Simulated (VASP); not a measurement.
# SnO2 (P1) in VASP: a series of runs

Runs on SnO2. Level: PBE. Tasks: single point.

All numbers are computed with VASP 6.6.1; they aren't measurements. Logs are shortened: lines on timing, memory, paths and dates and some standing lists are left out, and cuts for length are marked.

### 1 The cell of the first run

The typed cell holds 6 atoms: a = 4.827 Å, b = 4.828 Å, c = 3.238 Å, α = 90.00°, β = 90.00°, γ = 90.00°.

### 2 Single point, PBE

The input, INCAR:

```
PREC = Accurate ; ENCUT = 520
EDIFF = 1E-7 ; ISMEAR = 0
SIGMA = 0.05 ; LREAL = False
LASPH = True ; NELM = 80
ALGO = Normal ; ISIF = 2
LWAVE = False ; LCHARG = True
GGA = PE ; LELF = True
LVHAR = True ; NBANDS = 35
```

The input, KPOINTS:

```
regular mesh
0
Gamma
  6 6 8
```

The input, POSCAR:

```
SnO2
1.0
    4.8265176357      0.0000000000      0.0000000000
    0.0000000000      4.8283676035      0.0000000000
    0.0000000000      0.0000000000      3.2381666599
Sn O
2 4
Direct
    0.5463085064      0.5462689278      0.6196579029
    0.0463085064      0.0462689278      0.1196579029
    0.3064962475      0.3066616298      0.0000000000
    0.8064962475      0.1933383702      0.5000000000
    0.1935037525      0.8066616298      0.5000000000
    0.6935037525      0.6933383702      0.0000000000
```

Potentials or basis: VASP PAW PBE potentials, release 64 (Sn_d, O).

Command:

```
> cat potpaw_PBE.64/Sn_d/POTCAR potpaw_PBE.64/O/POTCAR > POTCAR
> mpirun -np 1 vasp_std > vasp.out
```

OUTCAR:

```text
PREC = Accurate
   ENCUT = 520
   EDIFF = 1E-7
   ISMEAR = 0
   LREAL = False
   LASPH = True
   NELM = 80
   ISIF = 2
   GGA = PE

 ion  position               nearest neighbor table
   1  0.546  0.546  0.620-   6 1.59   3 2.05   5 2.15   4 2.15   6 2.24   3 2.59
   2  0.046  0.046  0.120-   3 1.82   5 1.83   4 1.83   5 2.42   4 2.42   6 2.44
   3  0.306  0.307  0.000-   2 1.82   1 2.05   1 2.59
   4  0.806  0.193  0.500-   2 1.83   1 2.15   2 2.42
   5  0.194  0.807  0.500-   2 1.83   1 2.15   2 2.42
   6  0.694  0.693  0.000-   1 1.59   1 2.24   2 2.44

  LATTYP: Found a simple orthorhombic cell.
 ALAT       =     3.2381666599
 B/A-ratio  =     1.4905093353
 C/A-ratio  =     1.4910806362

  Lattice vectors:

 A1 = (   0.0000000000,   0.0000000000,   3.2381666599)
 A2 = (   4.8265176357,   0.0000000000,   0.0000000000)
 A3 = (   0.0000000000,   4.8283676035,   0.0000000000)

Analysis of symmetry for initial positions (statically):
=====================================================================
 Subroutine PRICEL returns:
 Original cell was already a primitive cell.

 Routine SETGRP: Setting up the symmetry group for a
 simple orthorhombic supercell.

 Subroutine GETGRP returns: Found  1 space group operations
 (whereof  1 operations were pure point group operations)
 out of a pool of  8 trial point group operations.

The static configuration has the point symmetry C_1 .

Analysis of symmetry for dynamics (positions and initial velocities):
=====================================================================
 Subroutine PRICEL returns:
 Original cell was already a primitive cell.

 Routine SETGRP: Setting up the symmetry group for a
 simple orthorhombic supercell.

 Subroutine GETGRP returns: Found  1 space group operations
 (whereof  1 operations were pure point group operations)
 out of a pool of  8 trial point group operations.

The dynamic configuration has the point symmetry C_1 .

 Subroutine INISYM returns: Found  1 space group operations
 (whereof  1 operations are pure point group operations),
 and found     1 'primitive' translations

----------------------------------------------------------------------------------------

                                     Primitive cell

  volume of cell :      75.4629

  direct lattice vectors                    reciprocal lattice vectors
[... 90 lines left out ...]
   LNONCOLLINEAR =      F non collinear calculations
   LSORBIT =      F    spin-orbit coupling
   LASPH  =      T    aspherical Exc in radial PAW
   ENCUT  =  520.0 eV  38.22 Ry    6.18 a.u.   8.97  8.98  6.02*2*pi/ulx,y,z
   NELM   =     80;   NELMIN=  2; NELMDL= -5     # of ELM steps
   EDIFF  = 0.1E-06   stopping-criterion for ELM
   LREAL  =      F    real-space projection
   EDIFFG = 0.1E-05   stopping-criterion for IOM
   NSW    =      0    number of steps for IOM
   IBRION =     -1    ionic relax: 0-MD 1-quasi-New 2-CG
   NFREE  =      0    steps in history (QN), initial steepest desc. (CG)
   ISIF   =      2    stress and relaxation
   ISYM   =      2    0-nonsym 1-usesym 2-fastsym
   POTIM  = 0.5000    time-step for ionic-motion
   TEBEG  =    0.0;   TEEND  =   0.0 temperature during run
   PSTRESS=    0.0 pullay stress
   NELECT =      52.0000    total number of electrons
   NUPDOWN=      -1.0000    fix difference up-down
   EMIN   =  10.00;   EMAX   =-10.00  energy-range for DOS
   EFERMI =   0.00;   METHOD = LEGACY
   ISMEAR =     0;   SIGMA  =   0.05  broadening in eV -4-tet -1-fermi 0-gaus
   EFERMI_NEDOS =   21; number of points for ismear=-14 and -15
   IALGO  =     38    algorithm
   IMIX   =      4    mixing-type and parameters
     AMIX     =   0.40;   BMIX     =  1.00
     AMIX_MAG =   1.60;   BMIX_MAG =  1.00
  volume/ion in A,a.u.               =      12.58        84.87
  Fermi-wavevector in a.u.,A,eV,Ry     =   1.445988  2.732522 28.448182  2.090882
  Thomas-Fermi vector in A             =   2.564108
   LORBIT       =      0    0 simple, 1 ext, 2 COOP (PROOUT), +10 PAW based schemes
   GGA     = PE    functional components
   LHFCALC =     F    Hartree Fock is set to
   AEXX    =    0.0000 exact exchange contribution
   IVDW    =     0    specifies the selected vdW correction
   LEPSILON=     F    determine dielectric tensor
   LRPA    =     F    only Hartree local field effects (RPA)
 non-spin polarized calculation
 Gauss-broadening in eV      SIGMA  =   0.05
  energy-cutoff  :      520.00
  volume of cell :       75.46
 maximum number of plane-waves:      2060
   NGX = 17   NGY = 17   NGZ = 13

 number of electron      51.9999962 magnetization

 Free energy of the ion-electron system (eV)
  ---------------------------------------------------
  ext. energy  EPLUGINS =         0.00000000
  ---------------------------------------------------
  free energy    TOTEN  =       -32.03139111 eV

  energy without entropy =      -32.03139111  energy(sigma->0) =      -32.03139111

 E-fermi :   5.5368     XC(G=0): -10.9147

 val. band max:        5.3007571978   @ k =   0.0000   0.0000   0.0000
 cond. band min:       6.1540995939   @ k =   0.0000   0.0000   0.0000
 fundamental gap:      0.8533423962
 Fermi energy:         5.5368134933

 k-point     1 :       0.0000    0.0000    0.0000
  band No.  band energies     occupation
      1     -17.2066      2.00000
      2     -15.5302      2.00000
      3     -15.1970      2.00000
      4     -14.9333      2.00000
      5     -14.7426      2.00000
      6     -14.6951      2.00000
[... 901 lines left out ...]
     34      17.4975      0.00000
     35      18.1597      0.00000

 [... further k-points ...]
[... 5 lines left out ...]
  --------------------------------------------------------------------------------------
  -------------------------------------------------------------------------------------
  Total       12.4258245     12.4164909     22.0379406      6.6110800      7.0778572      7.0920321
  in kB      263.8167570    263.6185920    467.8947470    140.3620081    150.2723086    150.5732610
  external PRESSURE =     331.7766986 kB  Pullay stress =       0.0000000 kB

 VOLUME and BASIS-vectors are now :
 -----------------------------------------------------------------------------
  energy-cutoff  :      520.00
  volume of cell :       75.46
      direct lattice vectors                 reciprocal lattice vectors
     4.826517636  0.000000000  0.000000000     0.207188718  0.000000000  0.000000000
     0.000000000  4.828367604  0.000000000     0.000000000  0.207109334  0.000000000
     0.000000000  0.000000000  3.238166660     0.000000000  0.000000000  0.308816718

 POSITION                                       TOTAL-FORCE (eV/Angst)
 -----------------------------------------------------------------------------------
      2.63677      2.63759      2.00656        -8.651239     -8.649439    -15.738169
      0.22351      0.22340      0.38747        -2.381009     -2.376745     -6.199430
      1.47931      1.48068      0.00000         3.297082      3.300800     -0.375255
      3.89257      0.93351      1.61908        -2.702003      1.924855      3.678229
      0.93395      3.89486      1.61908         1.927725     -2.705859      3.682973
      3.34721      3.34769      0.00000         8.509444      8.506388     14.951652
 -----------------------------------------------------------------------------------
    total drift:                               -0.001071     -0.001068      0.001329

  FREE ENERGIE OF THE ION-ELECTRON SYSTEM (eV)
  ---------------------------------------------------
  free  energy   TOTEN  =       -32.0313911112 eV

  energy  without entropy=      -32.0313911112  energy(sigma->0) =      -32.03139111
```

OSZICAR:

```text
N       E                     dE             d eps       ncg     rms          rms(c)
DAV:   1     0.642214444692E+03    0.64221E+03   -0.24920E+04 11325   0.229E+03
DAV:   2     0.613200202506E+02   -0.58089E+03   -0.54724E+03 11144   0.602E+02
DAV:   3    -0.346963515620E+02   -0.96016E+02   -0.94193E+02 11285   0.209E+02
DAV:   4    -0.395528790021E+02   -0.48565E+01   -0.48237E+01 13043   0.514E+01
DAV:   5    -0.396690292097E+02   -0.11615E+00   -0.11602E+00 12199   0.839E+00    0.184E+01
DAV:   6    -0.319229767748E+02    0.77461E+01   -0.20337E+01 16951   0.746E+01    0.713E+00
DAV:   7    -0.320962231538E+02   -0.17325E+00   -0.32850E+00 11215   0.101E+01    0.375E+00
DAV:   8    -0.320456466459E+02    0.50577E-01   -0.27449E-01 15912   0.617E+00    0.113E+00
DAV:   9    -0.320301638124E+02    0.15483E-01   -0.45610E-02 17328   0.370E+00    0.203E-01
DAV:  10    -0.320311100469E+02   -0.94623E-03   -0.11363E-02 15060   0.887E-01    0.161E-01
DAV:  11    -0.320313216326E+02   -0.21159E-03   -0.12086E-03 15296   0.310E-01    0.545E-02
DAV:  12    -0.320313855933E+02   -0.63961E-04   -0.10934E-04 11959   0.780E-02    0.151E-02
DAV:  13    -0.320313906152E+02   -0.50219E-05   -0.14132E-05 13236   0.411E-02    0.367E-03
DAV:  14    -0.320313910894E+02   -0.47423E-06   -0.19920E-06 13300   0.108E-02    0.160E-03
DAV:  15    -0.320313911112E+02   -0.21856E-07   -0.25586E-07 10863   0.490E-03
   1 F= -.32031391E+02 E0= -.32031391E+02  d E =-.204644E-13
```

Run time: 2.5 min. Hardware: 1 thread of Intel Xeon Platinum 8559C (Emerald Rapids), shared host; peak memory 0.39 GiB.

Results:

```yaml
Free_energy: -32.0314 eV
Pressure: 33.2 GPa
Largest_force: 19.934 eV/Å
Band_gap_on_the_k_mesh: 0.85 eV
```

Forces on the atoms (eV/Å):
```
Sn   -8.651  -8.649 -15.738
Sn   -2.381  -2.377  -6.199
O     3.297   3.301  -0.375
O    -2.702   1.925   3.678
O     1.928  -2.706   3.683
O     8.509   8.506  14.952
```

Levels at points of the mesh, in eV from the valence-band top:
```tsv
k point	band 24	band 25	band 26	band 27	band 28	band 29
(0.00, 0.00, 0.00)	-0.57	-0.34	0.00	0.85	4.84	6.87
(0.50, 0.00, 0.00)	-0.79	-0.66	-0.31	3.65	3.86	7.03
(0.00, 0.50, 0.00)	-0.79	-0.66	-0.31	3.65	3.86	7.03
(0.50, 0.50, 0.00)	-0.94	-0.86	-0.80	3.67	4.07	7.72
(0.00, 0.00, 0.50)	-1.28	-1.09	-1.05	5.23	5.65	8.92
(0.50, 0.00, 0.50)	-0.87	-0.66	-0.51	5.36	5.69	7.99
(0.00, 0.50, 0.50)	-0.87	-0.66	-0.51	5.36	5.69	7.98
(0.50, 0.50, 0.50)	-0.77	-0.64	-0.37	4.15	4.77	8.51
```

Caveat: the cell differs from its parent crystal (all Sn atoms moved -0.500 Å, as atom 1 towards its neighbour atom 3 (O) at 2.089 Å); the cell stands under pressure; spin-orbit coupling is left out, which moves the levels of the heavy elements; forces of over 1 eV/Å act on the atoms, so gaps and moduli don't describe the material at rest.

### 3 Single point, PBE

The input, INCAR:

```
PREC = Accurate
ENCUT = 520
EDIFF = 1E-7
ISMEAR = 0
SIGMA = 0.05
LREAL = F
LASPH = T
NELM = 80
ALGO = Normal
ISIF = 2
LWAVE = F
LCHARG = T
GGA = PE
LELF = T
LVHAR = T
NBANDS = 35
```

The input, KPOINTS:

```
Automatic mesh
0
Gamma
  6 6 8
```

POSCAR, as its differences from that of step 2:

```diff
@@ -8,4 +8,4 @@
 Direct
-    0.5463085064      0.5462689278      0.6196579029
-    0.0463085064      0.0462689278      0.1196579029
+    0.4652686202      0.4652983041      0.4102565728
+   -0.0347313798     -0.0347016959     -0.0897434272
     0.3064962475      0.3066616298      0.0000000000
```

Potentials or basis: VASP PAW PBE potentials, release 64 (Sn_d, O).

Command:

```
> cat potpaw_PBE.64/Sn_d/POTCAR potpaw_PBE.64/O/POTCAR > POTCAR
> mpirun -np 1 vasp_std > vasp.out
```

Wall time 2.1 min (1 thread of Intel Xeon Platinum 8559C (Emerald Rapids), shared host); peak memory 0.39 GiB.

The run converged. Its results:

| Quantity | Value |
| --- | --- |
| Free energy | -34.6899 eV |
| Pressure | 18.3 GPa |
| Largest force | 10.883 eV/Å |
| Band gap on the k mesh | 0.79 eV |

Forces on the atoms (eV/Å):
```
Sn   4.613  4.612  8.712
Sn   1.854  1.851  4.920
O   -4.557 -4.556 -7.906
O   -1.186  1.512 -2.713
O    1.510 -1.185 -2.710
O   -2.233 -2.235 -0.302
```

Stress tensor (GPa, compression positive):
```
14.76  7.72  7.93
 7.72 14.74  7.91
 7.93  7.91 25.36
```

Levels at points of the mesh, in eV from the valence-band top:
```tsv
k point	band 23	band 24	band 25	band 26	band 27	band 28	band 29	band 30
(0.00, 0.00, 0.00)	-0.95	-0.63	-0.47	0.00	0.79	5.09	6.62	6.65
(0.50, 0.00, 0.00)	-1.13	-0.86	-0.68	-0.39	3.77	3.84	6.96	7.31
(0.00, 0.50, 0.00)	-1.13	-0.86	-0.68	-0.39	3.78	3.84	6.97	7.31
(0.50, 0.50, 0.00)	-1.09	-1.03	-0.88	-0.81	3.90	4.10	7.53	7.61
(0.00, 0.00, 0.50)	-1.70	-1.38	-1.10	-1.10	5.38	5.59	9.11	9.43
(0.50, 0.00, 0.50)	-1.04	-0.91	-0.70	-0.60	5.54	5.71	7.86	8.24
(0.00, 0.50, 0.50)	-1.04	-0.92	-0.70	-0.60	5.54	5.71	7.86	8.24
(0.50, 0.50, 0.50)	-1.22	-0.83	-0.68	-0.48	4.24	4.59	8.55	8.83
```

Caveat: the cell differs from its parent crystal (all Sn atoms moved +0.375 Å, as atom 1 towards its neighbour atom 3 (O) at 2.089 Å); the cell stands under pressure; spin-orbit coupling is left out, which moves the levels of the heavy elements; forces of over 1 eV/Å act on the atoms, so gaps and moduli don't describe the material at rest.
